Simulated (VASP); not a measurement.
Set up this calculation in VASP 6.6.1, as the native input.

```
Task                   : molecular dynamics
Functional             : PBE
Potentials or basis    : VASP PAW PBE potentials, release 64 (Si, Ta_pv)
Cutoff                 : 520 eV
k mesh                 : 1 × 1 × 1, shifted
Occupations            : fermi-dirac, width 0.05 eV
Spin                   : no spin polarisation
Dipole correction      : no
Further INCAR settings : LREAL = Auto; ALGO = Normal; EDIFF = 1e-05; NBANDS = 94; ISYM = 0; IBRION = 0; POTIM = 3.0; NSW = 40
```

The structure of TaSi2 lies in POSCAR:

```
TaSi2
1.0
    7.2389490000     -0.0789630000     -0.1139910000
   -0.0789630000      7.5148510000      0.0255970000
   -0.1139910000      0.0255970000      7.3977730000
Si Ta
16 8
Direct
    0.5255500922      0.6956507310      0.4075139829
    0.5858577471      0.7753033043      0.9783195703
    0.3653703523      0.9561391619      0.6233166888
    0.0311560356      0.9863779061      0.5687541727
    0.7499537057      0.3638900660      0.8590792111
    0.8023789929      0.8306709288      0.3077527334
    0.1221733204      0.9655870014      0.1482067747
    0.2374365305      0.2322556851      0.4163290567
    0.2057660939      0.5753068973      0.5126990433
    0.5718859406      0.4257179606      0.1714099197
    0.4971974628      0.0256973959      0.2763493253
    0.1662321998      0.7578057747      0.8395854731
    0.3597844340      0.4618120115      0.8809484075
    0.6658740043      0.1241537110      0.6546437302
    0.1119156664      0.3112523143      0.0622753634
    0.8832606623      0.5009186952      0.3856904622
    0.8375704236      0.1792575088      0.2482783105
    0.7505087007      0.6752083582      0.6647350382
    0.4925901177      0.4098500477      0.5548704290
    0.0390119575      0.3373846764      0.6899317664
    0.4274139652      0.0896698144      0.9364905930
    0.8723720778      0.6176650835      0.0477447968
    0.8852559863      0.0007112303      0.8829820495
    0.2654258527      0.6068492193      0.1561154298
```

One way to write it, as run:

INCAR

```
PREC = Accurate
ENCUT = 520
EDIFF = 1E-5
ISMEAR = -1
SIGMA = 0.05
LREAL = Auto
LASPH = True
NELM = 80
ALGO = Normal
ISIF = 2
LWAVE = False
LCHARG = False
GGA = PE
NBANDS = 94
ISYM = 0
IBRION = 0
NSW = 40
POTIM = 3.0
TEBEG = 300.0
TEEND = 300.0
NELMIN = 4
RANDOM_SEED = 84602 0 0
MDALGO = 3
LANGEVIN_GAMMA = 30 30
```

KPOINTS

```
Automatic mesh
0
Gamma
  1 1 1
  0.25 0.25 0.25
```

Potentials or basis: VASP PAW PBE potentials, release 64 (Si, Ta_pv).

Run with:

```sh
$ cat potpaw_PBE.64/Si/POTCAR potpaw_PBE.64/Ta_pv/POTCAR > POTCAR
$ mpirun -np 1 vasp_std > vasp.out
```

Run time: 27 min on 1 thread of Intel(R) Xeon(R) Platinum 8259CL CPU @ 2.50GHz (Skylake/Cascade Lake) (shared host), peak memory 0.51 GiB.
